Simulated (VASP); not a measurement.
Runs of VASP 6.6.1 on TiCo. The structure is that of space group Pm-3m (No. 221), or close to it. The cells are those of the table. 

```csv
level,U,cell,gap on the mesh (eV),pressure (GPa)
PBE,-,"a = 3.035 Å, 2 atoms",none,(b)
PBE,-,"a = 2.676 Å, 2 atoms",none,104.8
PBE,-,"a = 2.883 Å, 2 atoms",none,18.8
PBE,-,"a = 3.083 Å, 2 atoms",none,(a)
PBE+U,Ti d U = 1.0 eV,"a = 2.935 Å, 2 atoms",none,8.6
PBE,-,"a = 2.935 Å, 2 atoms",none,6.5
PBE,-,"a = 2.772 Å, 2 atoms",none,(c)
PBE,-,"a = 2.829 Å, 2 atoms",none,34.8
PBE,-,"a = 3.155 Å, 2 atoms",none,-22.0
```

Alike in all rows: task single point; potentials or basis VASP PAW PBE potentials, release 64 (Ti_sv, Co); no spin polarisation; k mesh 13 × 13 × 13; cutoff (eV) 520; smearing fermi-dirac 0.03 eV.

Q: Estimate the missing entries.

A: (a) -15.7; (b) -10.2; (c) 55.6.

Caveats: U without spin polarisation on a metal has little footing (some runs); the U is typed as a test and isn't derived for this compound (some runs).

A gap of «none» marks levels without a gap at the run's occupations.
